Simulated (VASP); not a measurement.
# Cr (Fd-3m) in VASP: notebook, part 2 of 2

VASP 6.6.1. The steps go on from the part before.

## 4. Single point, PBE, collinear spin, ferromagnetic start

This run uses another cell than the first one, of 7.52 Å³/atom.

Input file INCAR:

```
SYSTEM = Cr
PREC = Accurate
ENCUT = 520
EDIFF = 1E-7
ISMEAR = -1
SIGMA = 0.1
LREAL = .False.
LASPH = .True.
NELM = 150
ALGO = Normal
ISIF = 2
LWAVE = .False.
LCHARG = .False.
ISPIN = 2
MAGMOM = 2 2
LORBIT = 11
LMAXMIX = 4
GGA = PE
NBANDS = 23
```

Input file KPOINTS:

```
regular mesh
0
Gamma
  16 16 16
  0 0 0
```

Input file POSCAR:

```
Cr
1.0
    0.0000000000      1.9590865691      1.9590865691
    1.9590865691      0.0000000000      1.9590865691
    1.9590865691      1.9590865691      0.0000000000
Cr
2
Direct
   -0.1250000000     -0.1250000000     -0.1250000000
    0.1250000000      0.1250000000      0.1250000000
```

Potentials or basis: VASP PAW PBE potentials, release 64 (Cr_pv).

Run with:

```sh
$ cat potpaw_PBE.64/Cr_pv/POTCAR > POTCAR
$ mpirun -np 1 vasp_std > vasp.out
```

OUTCAR:

```text
SYSTEM = Cr
   PREC = Accurate
   ENCUT = 520
   EDIFF = 1E-7
   ISMEAR = -1
   LREAL = .False.
   LASPH = .True.
   NELM = 150
   ISIF = 2
   ISPIN = 2
   LORBIT = 11
   GGA = PE

 ion  position               nearest neighbor table
   1  0.875  0.875  0.875-   2 1.70   2 1.70   2 1.70   2 1.70
   2  0.125  0.125  0.125-   1 1.70   1 1.70   1 1.70   1 1.70

  LATTYP: Found a face centered cubic cell.
 ALAT       =     3.9181731382

  Lattice vectors:

 A1 = (   0.0000000000,   1.9590865691,   1.9590865691)
 A2 = (   1.9590865691,   0.0000000000,   1.9590865691)
 A3 = (   1.9590865691,   1.9590865691,   0.0000000000)

Analysis of symmetry for initial positions (statically):
=====================================================================
 Subroutine PRICEL returns:
 Original cell was already a primitive cell.

 Routine SETGRP: Setting up the symmetry group for a
 face centered cubic supercell.

 Subroutine GETGRP returns: Found 48 space group operations
 (whereof 12 operations were pure point group operations)
 out of a pool of 48 trial point group operations.

The static configuration has the point symmetry D_3d.
 The point group associated with its full space group is O_h .

Analysis of symmetry for dynamics (positions and initial velocities):
=====================================================================
 Subroutine PRICEL returns:
 Original cell was already a primitive cell.

 Routine SETGRP: Setting up the symmetry group for a
 face centered cubic supercell.

 Subroutine GETGRP returns: Found 48 space group operations
 (whereof 12 operations were pure point group operations)
 out of a pool of 48 trial point group operations.

The dynamic configuration has the point symmetry D_3d.
 The point group associated with its full space group is O_h .

Analysis of structural, dynamic, and magnetic symmetry:
=====================================================================
 Subroutine PRICEL returns:
 Original cell was already a primitive cell.

 Routine SETGRP: Setting up the symmetry group for a
 face centered cubic supercell.

 Subroutine GETGRP returns: Found 48 space group operations
 (whereof 12 operations were pure point group operations)
 out of a pool of 48 trial point group operations.

The overall configuration has the point symmetry D_3d.
 The point group associated with its full space group is O_h .

 Subroutine INISYM returns: Found 48 space group operations
 (whereof 12 operations are pure point group operations),
 and found     1 'primitive' translations

----------------------------------------------------------------------------------------

                                     Primitive cell

  volume of cell :      15.0380

  direct lattice vectors                    reciprocal lattice vectors
     0.000000000  1.959086569  1.959086569    -0.255220983  0.255220983  0.255220983
     1.959086569  0.000000000  1.959086569     0.255220983 -0.255220983  0.255220983
     1.959086569  1.959086569  0.000000000     0.255220983  0.255220983 -0.255220983

  length of vectors
     2.770566796  2.770566796  2.770566796     0.442055710  0.442055710  0.442055710

  position of ions in fractional coordinates (direct lattice)
     0.875000000  0.875000000  0.875000000
     0.125000000  0.125000000  0.125000000

  ion indices of the primitive-cell ions
   primitive index   ion index
                 1           1
                 2           2

----------------------------------------------------------------------------------------

[... 69 lines left out ...]
   EDIFF  = 0.1E-06   stopping-criterion for ELM
   LREAL  =      F    real-space projection
   EDIFFG = 0.1E-05   stopping-criterion for IOM
   NSW    =      0    number of steps for IOM
   IBRION =     -1    ionic relax: 0-MD 1-quasi-New 2-CG
   NFREE  =      0    steps in history (QN), initial steepest desc. (CG)
   ISIF   =      2    stress and relaxation
   ISYM   =      2    0-nonsym 1-usesym 2-fastsym
   POTIM  = 0.5000    time-step for ionic-motion
   TEBEG  =    0.0;   TEEND  =   0.0 temperature during run
   PSTRESS=    0.0 pullay stress
   NELECT =      24.0000    total number of electrons
   NUPDOWN=      -1.0000    fix difference up-down
   EMIN   =  10.00;   EMAX   =-10.00  energy-range for DOS
   EFERMI =   0.00;   METHOD = LEGACY
   ISMEAR =    -1;   SIGMA  =   0.10  broadening in eV -4-tet -1-fermi 0-gaus
   EFERMI_NEDOS =   21; number of points for ismear=-14 and -15
   IALGO  =     38    algorithm
   IMIX   =      4    mixing-type and parameters
     AMIX     =   0.40;   BMIX     =  1.00
     AMIX_MAG =   1.60;   BMIX_MAG =  1.00
  volume/ion in A,a.u.               =       7.52        50.74
  Fermi-wavevector in a.u.,A,eV,Ry     =   1.913147  3.615323 49.799099  3.660131
  Thomas-Fermi vector in A             =   2.949362
   LORBIT       =     11    0 simple, 1 ext, 2 COOP (PROOUT), +10 PAW based schemes
   GGA     = PE    functional components
   LHFCALC =     F    Hartree Fock is set to
   AEXX    =    0.0000 exact exchange contribution
   IVDW    =     0    specifies the selected vdW correction
   LEPSILON=     F    determine dielectric tensor
   LRPA    =     F    only Hartree local field effects (RPA)
 spin polarized calculation
  energy-cutoff  :      520.00
  volume of cell :       15.04
 maximum number of plane-waves:       416
 NGX is ok and might be reduce to    24
   NGX = 11   NGY = 11   NGZ = 11

 number of electron      24.0000007 magnetization       0.0000494

 number of electron      24.0000007 magnetization      -0.0000102

 Free energy of the ion-electron system (eV)
  ---------------------------------------------------
  ext. energy  EPLUGINS =         0.00000000
  ---------------------------------------------------
  free energy    TOTEN  =        -1.79410489 eV

  energy without entropy =       -1.74105760  energy(sigma->0) =       -1.76758124

 E-fermi :  18.6439     XC(G=0): -15.8699

 val. band max:       18.6381241357   @ k =  -0.2500   0.4375   0.1875
 cond. band min:      18.6442277559   @ k =  -0.2500   0.3125   0.1250
 fundamental gap:      0.0061036202
 Fermi energy:        18.6439265220

 spin component 1

 k-point     1 :       0.0000    0.0000    0.0000
  band No.  band energies     occupation
      1     -27.3366      1.00000
      2     -27.3366      1.00000
      3     -27.3366      1.00000
      4     -22.9517      1.00000
      5     -22.9517      1.00000
      6     -22.9517      1.00000
[... 613 lines left out ...]
     22      37.9743      0.00000
     23      40.2013      0.00000

 [... further k-points ...]

 spin component 2

 k-point     1 :       0.0000    0.0000    0.0000
  band No.  band energies     occupation
      1     -27.3366      1.00000
      2     -27.3366      1.00000
      3     -27.3366      1.00000
      4     -22.9517      1.00000
      5     -22.9517      1.00000
      6     -22.9517      1.00000
[... 613 lines left out ...]
     22      37.9743      0.00000
     23      40.2013      0.00000

 [... further k-points ...]

------------------------ aborting loop because EDIFF is reached ----------------------------------------

  FORCE on cell =-STRESS in cart. coord.  units (eV):
  Direction    XX          YY          ZZ          XY          YZ          ZX
  --------------------------------------------------------------------------------------
  -------------------------------------------------------------------------------------
  Total       43.1347755     43.1347755     43.1347755      0.0000000      0.0000000      0.0000000
  in kB     4595.6531837   4595.6531837   4595.6531837      0.0000000      0.0000000      0.0000000
  external PRESSURE =    4595.6531837 kB  Pullay stress =       0.0000000 kB

 VOLUME and BASIS-vectors are now :
 -----------------------------------------------------------------------------
  energy-cutoff  :      520.00
  volume of cell :       15.04
      direct lattice vectors                 reciprocal lattice vectors
     0.000000000  1.959086569  1.959086569    -0.255220983  0.255220983  0.255220983
     1.959086569  0.000000000  1.959086569     0.255220983 -0.255220983  0.255220983
     1.959086569  1.959086569  0.000000000     0.255220983  0.255220983 -0.255220983

 POSITION                                       TOTAL-FORCE (eV/Angst)
 -----------------------------------------------------------------------------------
      3.42840      3.42840      3.42840        -0.000000      0.000000      0.000000
      0.48977      0.48977      0.48977         0.000000     -0.000000     -0.000000
 -----------------------------------------------------------------------------------
    total drift:                                0.000000      0.000000      0.000000

  FREE ENERGIE OF THE ION-ELECTRON SYSTEM (eV)
  ---------------------------------------------------
  free  energy   TOTEN  =        -1.7941048904 eV

  energy  without entropy=       -1.7410575966  energy(sigma->0) =       -1.76758124

 total charge

# of ion       s       p       d       tot
------------------------------------------
    1        0.514   6.589   6.179  13.282
    2        0.514   6.589   6.179  13.282
--------------------------------------------------
tot          1.027  13.177  12.359  26.563

 magnetization (x)

# of ion       s       p       d       tot
------------------------------------------
    1       -0.000  -0.000  -0.000  -0.000
    2       -0.000  -0.000  -0.000  -0.000
--------------------------------------------------
tot         -0.000  -0.000  -0.000  -0.000
```

OSZICAR:

```text
N       E                     dE             d eps       ncg     rms          rms(c)
DAV:   1     0.248917682922E+03    0.24892E+03   -0.12947E+04 13723   0.144E+03
DAV:   2     0.771631667340E+01   -0.24120E+03   -0.23059E+03 14544   0.395E+02
DAV:   3    -0.557183542921E+00   -0.82735E+01   -0.82239E+01 14782   0.850E+01
DAV:   4    -0.608317992415E+00   -0.51134E-01   -0.51127E-01 13872   0.676E+00
DAV:   5    -0.608808940728E+00   -0.49095E-03   -0.49095E-03 14586   0.627E-01    0.546E+01
DAV:   6    -0.174470623573E+01   -0.11359E+01   -0.43576E-01 14187   0.671E+00    0.336E+01
DAV:   7    -0.161139468910E+01    0.13331E+00   -0.30779E-01 14124   0.576E+00    0.795E+00
DAV:   8    -0.178132679829E+01   -0.16993E+00   -0.11804E-01 14068   0.427E+00    0.292E+00
DAV:   9    -0.179342448871E+01   -0.12098E-01   -0.43236E-03 13774   0.650E-01    0.307E-01
DAV:  10    -0.179415157775E+01   -0.72709E-03   -0.46838E-04 14488   0.273E-01    0.645E-02
DAV:  11    -0.179412545515E+01    0.26123E-04   -0.40073E-05 13676   0.675E-02    0.334E-02
DAV:  12    -0.179410993434E+01    0.15521E-04   -0.48470E-06 14955   0.220E-02    0.977E-03
DAV:  13    -0.179410593480E+01    0.39995E-05   -0.61771E-07 13814   0.821E-03    0.316E-03
DAV:  14    -0.179410531015E+01    0.62466E-06   -0.25456E-08  7286   0.163E-03    0.119E-03
DAV:  15    -0.179410486846E+01    0.44169E-06   -0.60754E-09  6782   0.104E-03    0.795E-04
DAV:  16    -0.179410489041E+01   -0.21955E-07   -0.14174E-09  6712   0.461E-04
   1 F= -.17941049E+01 E0= -.17675812E+01  d E =-.530473E-01  mag=    -0.0000
```

stdout:

```text
POSCAR found type information on POSCAR Cr
 POSCAR found :  1 types and       2 ions
 scaLAPACK will be used
 LDA part: xc-table for (Slater+PW92), standard interpolation
 POSCAR, INCAR and KPOINTS ok, starting setup
 FFT: planning ... GRIDC
 FFT: planning ... GRID_SOFT
 FFT: planning ... GRID
 WAVECAR not read
 entering main loop
```

Wall time 2.1 min (1 thread of Intel Xeon 8259CL, shared host); peak memory 0.2 GiB.

Results:

```
Free energy            : -1.7941 eV
Pressure               : 459.6 GPa
Band gap on the k mesh : zero (filled and empty bands overlap)
Net moment             : 0.00 μB per cell
```

Caveat: atoms lie so close that the PAW spheres overlap strongly, which falsifies energies and pressures; the cell stands under pressure.
